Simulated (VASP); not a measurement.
# CaO (Fm-3m) in VASP: single point with r2SCAN

Aim: the single point of CaO with r2SCAN.

All numbers are computed with VASP 6.6.1; they aren't measurements. Logs are shortened: lines on timing, memory, paths and dates and some standing lists are left out, and cuts for length are marked.

### 1 The cell of the first run

Symmetry: Fm-3m, No. 225, cubic system. Conventional cell: a = 4.888 Å, b = 4.888 Å, c = 4.888 Å, α = 90.00°, β = 90.00°, γ = 90.00°. Within 3.2 Å of Ca (site symmetry m-3m) lie 6 O at 2.44 Å. Within 3.2 Å of O (site symmetry m-3m) lie 6 Ca at 2.44 Å.

### 2 Single point, r2SCAN

POSCAR

```
CaO
1.0
    0.0000000000      2.4437626300      2.4437626300
    2.4437626300      0.0000000000      2.4437626300
    2.4437626300      2.4437626300      0.0000000000
Ca O
1 1
Direct
    0.0000000000      0.0000000000      0.0000000000
    0.5000000000      0.5000000000      0.5000000000
```

INCAR.step1

```
  PREC = Accurate
  ENCUT = 520
  ISMEAR = 1
  SIGMA = 0.1746
  LREAL = F
  LASPH = T
  NELM = 80
  NBANDS = 15
  GGA = PE
  ALGO = Normal
  EDIFF = 1E-4
  LWAVE = T
  LCHARG = F
```

INCAR.step2

```
  PREC = Accurate
  ENCUT = 520
  EDIFF = 1E-6
  ISMEAR = 1
  SIGMA = 0.1746
  LREAL = F
  LASPH = T
  NELM = 80
  ALGO = Normal
  ISIF = 2
  LWAVE = F
  LCHARG = F
  METAGGA = R2SCAN
  LMIXTAU = T
  NBANDS = 15
  ISTART = 1
```

KPOINTS

```
regular mesh
0
Gamma
  9 9 9
```

Potentials or basis: VASP PAW PBE potentials, release 64 (Ca_sv, O).

Command:

```bash
cat potpaw_PBE.64/Ca_sv/POTCAR potpaw_PBE.64/O/POTCAR > POTCAR
cp INCAR.step1 INCAR
mpirun -np 1 vasp_std > vasp.out
cp INCAR.step2 INCAR
mpirun -np 1 vasp_std > vasp.out
```

OUTCAR:

```text
PREC = Accurate
   ENCUT = 520
   EDIFF = 1E-6
   ISMEAR = 1
   LREAL = F
   LASPH = T
   NELM = 80
   ISIF = 2
   METAGGA = R2SCAN
   ISTART = 1

 ion  position               nearest neighbor table
   1  0.000  0.000  0.000-   2 2.44   2 2.44   2 2.44   2 2.44   2 2.44   2 2.44
   2  0.500  0.500  0.500-   1 2.44   1 2.44   1 2.44   1 2.44   1 2.44   1 2.44

  LATTYP: Found a face centered cubic cell.
 ALAT       =     4.8875252600

  Lattice vectors:

 A1 = (   0.0000000000,   2.4437626300,   2.4437626300)
 A2 = (   2.4437626300,   0.0000000000,   2.4437626300)
 A3 = (   2.4437626300,   2.4437626300,   0.0000000000)

Analysis of symmetry for initial positions (statically):
=====================================================================
 Subroutine PRICEL returns:
 Original cell was already a primitive cell.

 Routine SETGRP: Setting up the symmetry group for a
 face centered cubic supercell.

 Subroutine GETGRP returns: Found 48 space group operations
 (whereof 48 operations were pure point group operations)
 out of a pool of 48 trial point group operations.

The static configuration has the point symmetry O_h .

Analysis of symmetry for dynamics (positions and initial velocities):
=====================================================================
 Subroutine PRICEL returns:
 Original cell was already a primitive cell.

 Routine SETGRP: Setting up the symmetry group for a
 face centered cubic supercell.

 Subroutine GETGRP returns: Found 48 space group operations
 (whereof 48 operations were pure point group operations)
 out of a pool of 48 trial point group operations.

The dynamic configuration has the point symmetry O_h .

 Subroutine INISYM returns: Found 48 space group operations
 (whereof 48 operations are pure point group operations),
 and found     1 'primitive' translations

----------------------------------------------------------------------------------------

                                     Primitive cell

  volume of cell :      29.1882

  direct lattice vectors                    reciprocal lattice vectors
     0.000000000  2.443762630  2.443762630    -0.204602523  0.204602523  0.204602523
     2.443762630  0.000000000  2.443762630     0.204602523 -0.204602523  0.204602523
     2.443762630  2.443762630  0.000000000     0.204602523  0.204602523 -0.204602523

  length of vectors
     3.456002255  3.456002255  3.456002255     0.354381965  0.354381965  0.354381965

  position of ions in fractional coordinates (direct lattice)
     0.000000000  0.000000000  0.000000000
     0.500000000  0.500000000  0.500000000

  ion indices of the primitive-cell ions
   primitive index   ion index
                 1           1
                 2           2

----------------------------------------------------------------------------------------

 KPOINTS: regular mesh

Automatic generation of k-mesh.
 Grid dimensions read from file:
 generate k-points for:    9    9    9

 Generating k-lattice:

  Cartesian coordinates                     Fractional coordinates (reciprocal lattice)
    -0.022733614  0.022733614  0.022733614     0.111111111  0.000000000  0.000000000
     0.022733614 -0.022733614  0.022733614     0.000000000  0.111111111  0.000000000
     0.022733614  0.022733614 -0.022733614     0.000000000  0.000000000  0.111111111

  Length of vectors
     0.039375774  0.039375774  0.039375774

  Shift w.r.t. Gamma in fractional coordinates (k-lattice)
     0.000000000  0.000000000  0.000000000

 Subroutine IBZKPT returns following result:
 ===========================================

 Found     35 irreducible k-points:

 Following reciprocal coordinates:
            Coordinates               Weight
  0.000000  0.000000  0.000000      1.000000
  0.111111  0.000000  0.000000      8.000000
  0.222222  0.000000  0.000000      8.000000
  0.333333  0.000000  0.000000      8.000000
  0.444444  0.000000  0.000000      8.000000
  0.111111  0.111111  0.000000      6.000000
[... 16 lines left out ...]
 -0.333333  0.333333  0.000000     12.000000
  0.444444  0.444444  0.000000      6.000000
 [... further k-points ...]
   k-points           NKPTS =     35   k-points in BZ     NKDIM =     35   number of bands    NBANDS=     15
   number of dos      NEDOS =    301   number of ions     NIONS =      2
   total plane-waves  NPLWV =  21952
   dimension x,y,z NGX =    28 NGY =   28 NGZ =   28
   dimension x,y,z NGXF=    56 NGYF=   56 NGZF=   56
   ions per type =               1   1
   NGX,Y,Z   is equivalent  to a cutoff of  13.47, 13.47, 13.47 a.u.
   NGXF,Y,Z  is equivalent  to a cutoff of  26.94, 26.94, 26.94 a.u.
 SYSTEM =  unknown system
   PREC   = accura    normal or accurate (medium, high low for compatibility)
   ISTART =      1    job   : 0-new  1-cont  2-samecut
   ICHARG =      0    charge: 1-file 2-atom 10-const
   ISPIN  =      1    spin polarized calculation?
   LNONCOLLINEAR =      F non collinear calculations
   LSORBIT =      F    spin-orbit coupling
   LASPH  =      T    aspherical Exc in radial PAW
   ENCUT  =  520.0 eV  38.22 Ry    6.18 a.u.   6.43  6.43  6.43*2*pi/ulx,y,z
   NELM   =     80;   NELMIN=  2; NELMDL=  0     # of ELM steps
   EDIFF  = 0.1E-05   stopping-criterion for ELM
   LREAL  =      F    real-space projection
   EDIFFG = 0.1E-04   stopping-criterion for IOM
   NSW    =      0    number of steps for IOM
   IBRION =     -1    ionic relax: 0-MD 1-quasi-New 2-CG
   NFREE  =      0    steps in history (QN), initial steepest desc. (CG)
   ISIF   =      2    stress and relaxation
   ISYM   =      2    0-nonsym 1-usesym 2-fastsym
   POTIM  = 0.5000    time-step for ionic-motion
   TEBEG  =    0.0;   TEEND  =   0.0 temperature during run
   PSTRESS=    0.0 pullay stress
   NELECT =      16.0000    total number of electrons
   NUPDOWN=      -1.0000    fix difference up-down
   EMIN   =  10.00;   EMAX   =-10.00  energy-range for DOS
   EFERMI =   0.00;   METHOD = LEGACY
   ISMEAR =     1;   SIGMA  =   0.17  broadening in eV -4-tet -1-fermi 0-gaus
   EFERMI_NEDOS =   21; number of points for ismear=-14 and -15
   IALGO  =     38    algorithm
   IMIX   =      4    mixing-type and parameters
     AMIX     =   0.40;   BMIX     =  1.00
     AMIX_MAG =   1.60;   BMIX_MAG =  1.00
  volume/ion in A,a.u.               =      14.59        98.49
  Fermi-wavevector in a.u.,A,eV,Ry     =   1.339818  2.531889 24.423985  1.795112
  Thomas-Fermi vector in A             =   2.468180
   LORBIT       =      0    0 simple, 1 ext, 2 COOP (PROOUT), +10 PAW based schemes
   METAGGA = R2SCAN    functional components
   LHFCALC =     F    Hartree Fock is set to
   AEXX    =    0.0000 exact exchange contribution
   IVDW    =     0    specifies the selected vdW correction
   LEPSILON=     F    determine dielectric tensor
   LRPA    =     F    only Hartree local field effects (RPA)
 non-spin polarized calculation
 Methfessel and Paxton  Order N= 1 SIGMA  =   0.17
  energy-cutoff  :      520.00
  volume of cell :       29.19
 maximum number of plane-waves:       801
 NGX is ok and might be reduce to    28
   NGX = 13   NGY = 13   NGZ = 13

 number of electron      16.0000004 magnetization

 Free energy of the ion-electron system (eV)
  ---------------------------------------------------
  ext. energy  EPLUGINS =         0.00000000
  ---------------------------------------------------
  free energy    TOTEN  =       -19.43238843 eV

  energy without entropy =      -19.43378808  energy(sigma->0) =      -19.43285498

 E-fermi :   1.7692     XC(G=0): -10.8121

 val. band max:        1.7417590773   @ k =   0.0000   0.0000   0.0000
 cond. band min:       5.9932636711   @ k =   0.4444   0.4444   0.0000
 fundamental gap:      4.2515045937
 Fermi energy:         1.7691579312

 k-point     1 :       0.0000    0.0000    0.0000
  band No.  band energies     occupation
      1     -37.5322      2.00000
      2     -17.4556      2.00000
      3     -17.4556      2.00000
      4     -17.4556      2.00000
      5     -14.6361      2.00000
      6       1.7417      1.26218
      7       1.7418      1.26201
      8       1.7418      1.26201
      9       6.7586      0.00000
     10       8.4650      0.00000
     11       8.4650      0.00000
     12       8.4650      0.00000
     13       9.9752      0.00000
     14       9.9752      0.00000
     15      17.1830      0.00000

 k-point     2 :       0.1111    0.0000    0.0000
  band No.  band energies     occupation
      1     -37.5228      2.00000
      2     -17.6037      2.00000
      3     -17.4609      2.00000
      4     -17.4609      2.00000
      5     -14.4798      2.00000
      6       1.3368      2.00258
      7       1.5898      2.05541
      8       1.5899      2.05539
      9       7.3000      0.00000
     10       8.4211      0.00000
     11       8.6671      0.00000
     12       8.6672      0.00000
     13      10.2487      0.00000
     14      10.2487      0.00000
     15      17.6320      0.00000

 k-point     3 :       0.2222    0.0000    0.0000
  band No.  band energies     occupation
      1     -37.4990      2.00000
      2     -17.9259      2.00000
      3     -17.4742      2.00000
      4     -17.4742      2.00000
      5     -14.1339      2.00000
      6       0.5092      2.00000
      7       1.2380      2.00015
      8       1.2381      2.00015
      9       8.3669      0.00000
     10       8.5972      0.00000
     11       9.2140      0.00000
     12       9.2141      0.00000
     13      10.9415      0.00000
     14      10.9415      0.00000
     15      18.0661      0.00000
[... 343 lines left out ...]
 k-point    23 :      -0.3333    0.3333    0.0000
  band No.  band energies     occupation
      1     -37.4331      2.00000
      2     -18.0690      2.00000
      3     -17.8094      2.00000
      4     -17.5619      2.00000
      5     -13.9455      2.00000
      6       0.1051      2.00000
      7       0.6374      2.00000
      8       0.8402      2.00000
      9       8.1866      0.00000
     10       9.5692      0.00000
     11      10.7466      0.00000
     12      10.8415      0.00000
     13      12.2237      0.00000
     14      15.4912      0.00000
     15      15.8397      0.00000

 k-point    24 :       0.4444    0.4444    0.0000
  band No.  band energies     occupation
      1     -37.4308      2.00000
      2     -17.9618      2.00000
      3     -17.6406      2.00000
      4     -17.6405      2.00000
      5     -14.3818      2.00000
      6       0.3706      2.00000
      7       1.3598      2.00451
      8       1.3598      2.00451
      9       5.9933      0.00000
     10      10.0668      0.00000
     11      11.0445      0.00000
     12      11.5647      0.00000
     13      11.5648      0.00000
     14      13.2053      0.00000
     15      16.0000      0.00000

 [... further k-points ...]

------------------------ aborting loop because EDIFF is reached ----------------------------------------

  FORCE on cell =-STRESS in cart. coord.  units (eV):
  Direction    XX          YY          ZZ          XY          YZ          ZX
  --------------------------------------------------------------------------------------
  -------------------------------------------------------------------------------------
  Total       -0.9345602     -0.9345602     -0.9345602      0.0000000      0.0000000      0.0000000
  in kB      -51.2992244    -51.2992244    -51.2992244      0.0000000      0.0000000      0.0000000
  external PRESSURE =     -51.2992244 kB  Pullay stress =       0.0000000 kB

 VOLUME and BASIS-vectors are now :
 -----------------------------------------------------------------------------
  energy-cutoff  :      520.00
  volume of cell :       29.19
      direct lattice vectors                 reciprocal lattice vectors
     0.000000000  2.443762630  2.443762630    -0.204602523  0.204602523  0.204602523
     2.443762630  0.000000000  2.443762630     0.204602523 -0.204602523  0.204602523
     2.443762630  2.443762630  0.000000000     0.204602523  0.204602523 -0.204602523

 POSITION                                       TOTAL-FORCE (eV/Angst)
 -----------------------------------------------------------------------------------
      0.00000      0.00000      0.00000         0.000000     -0.000000      0.000000
      2.44376      2.44376      2.44376        -0.000000      0.000000     -0.000000
 -----------------------------------------------------------------------------------
    total drift:                                0.000000      0.000000      0.000000

  FREE ENERGIE OF THE ION-ELECTRON SYSTEM (eV)
  ---------------------------------------------------
  free  energy   TOTEN  =       -19.4323884310 eV

  energy  without entropy=      -19.4337880831  energy(sigma->0) =      -19.43285498
```

It took 2.3 min on 1 thread of Intel Xeon 8259CL, shared host; peak memory 0.17 GiB.

What came out:

```yaml
Free_energy: -19.4324 eV
Pressure: -5.1 GPa
Band_gap_on_the_k_mesh: 4.25 eV (least direct gap 4.63 eV)
```

Caveat: the cell stands under tension; the PAW data sets were made with another functional, which shifts forces and pressure a little; an odd mesh through Γ misses points on the zone boundary, where band edges can lie. r2SCAN opens gaps a little over a GGA but as a rule still falls short of measured ones.
